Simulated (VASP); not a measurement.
Here is a VASP 6.6.1 calculation.

INCAR

```
PREC     = Accurate       # precision mode
ENCUT    = 520            # plane-wave cutoff, eV
EDIFF    = 1E-6           # SCF threshold, eV
ISMEAR   = 0              # smearing method
SIGMA    = 0.15           # smearing width, eV
LREAL    = F              # projectors in reciprocal space
LASPH    = T              # aspherical terms in the spheres
NELM     = 100            # most SCF steps
ALGO     = Fast           # electronic algorithm
ISIF     = 2              # what is computed and relaxed
LWAVE    = F              # write WAVECAR
LCHARG   = T              # write CHGCAR
GGA      = PE             # functional
LELF     = T              # ELF
LVHAR    = T            
NBANDS   = 14             # bands
```

KPOINTS

```
regular mesh
0
Gamma
  20 20 20
```

POSCAR

```
AlNi
1.0
    2.7484293516      0.0000000000      0.0000000000
    0.0000000000      2.7484293516      0.0000000000
    0.0000000000      0.0000000000      3.0377377044
Al Ni
1 1
Direct
    0.0000000000      0.0000000000      0.0000000000
    0.5000000000      0.5000000000      0.5000000000
```

Potentials or basis: VASP PAW PBE potentials, release 64 (Al, Ni).

Command:

```bash
$ cat potpaw_PBE.64/Al/POTCAR potpaw_PBE.64/Ni/POTCAR > POTCAR
$ mpirun -np 1 vasp_std > vasp.out
```

(1) Estimate the band gap on the k mesh.

(2) Estimate the pressure.

## Answers

(1) zero (an odd number of electrons rules out a gap without spin polarisation).

(2) 10.0 GPa.

Caveat: the cell differs from its parent crystal (strain -0.050 along x and y, +0.050 along z); the stress differs along the axes, from 6 to 12 GPa.
